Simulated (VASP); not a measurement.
SrBr3:

```xyz
4
Lattice="0.0000 4.4624 4.4624 4.4624 0.0000 4.4624 4.4624 4.4624 0.0000" Properties=species:S:1:pos:R:3 pbc="T T T"
Sr    0.0000    0.0000    0.0000
Br    2.2312    2.2312    2.2312
Br    6.6936    6.6936    6.6936
Br    4.4624    4.4624    4.4624
```

```yaml
Program: VASP 6.6.1
Task: relaxation of cell and atoms
Functional: PBE
Potentials_or_basis: VASP PAW PBE potentials, release 64 (Sr_sv, Br)
Cutoff: 600 eV
k_mesh: 4 × 4 × 4
Occupations: gaussian, width 0.1 eV
Spin: no spin polarisation
```

At the start: pressure -4.3 GPa; volume 44.43 Å³/atom.

Task: Where does the relaxation end?

Result: Over 5 steps the energy falls by 281.5 meV/atom and the volume is 30.04 Å³/atom (-32.4 %); space group Fm-3m (No. 225, to 0.05 Å).

The path:
| step | energy change (eV) | largest force (eV/Å) | pressure (GPa) | volume (Å³) |
| --- | --- | --- | --- | --- |
| 1 | 0.0000 | 0.0000 | -4.26 | 177.72 |
| 2 | -0.7237 | 0.0000 | -3.59 | 149.04 |
| 3 | -1.1018 | 0.0000 | -1.22 | 126.03 |
| 4 | -1.1215 | 0.0000 | 0.61 | 117.49 |
| 5 | -1.1260 | 0.0000 | -0.05 | 120.16 |

Final structure:
```
CELL_PARAMETERS angstrom
0.00000 3.91659 3.91659
3.91659 0.00000 3.91659
3.91659 3.91659 0.00000
ATOMIC_POSITIONS crystal
Sr 0.00000 0.00000 0.00000
Br 0.25000 0.25000 0.25000
Br 0.75000 0.75000 0.75000
Br 0.50000 0.50000 0.50000
```

Caveat: the volume moved by over 15 % at a fixed basis, so the end points are rough; an odd number of electrons without spin polarisation forces a metal; a magnetic or distorted state may lie lower.
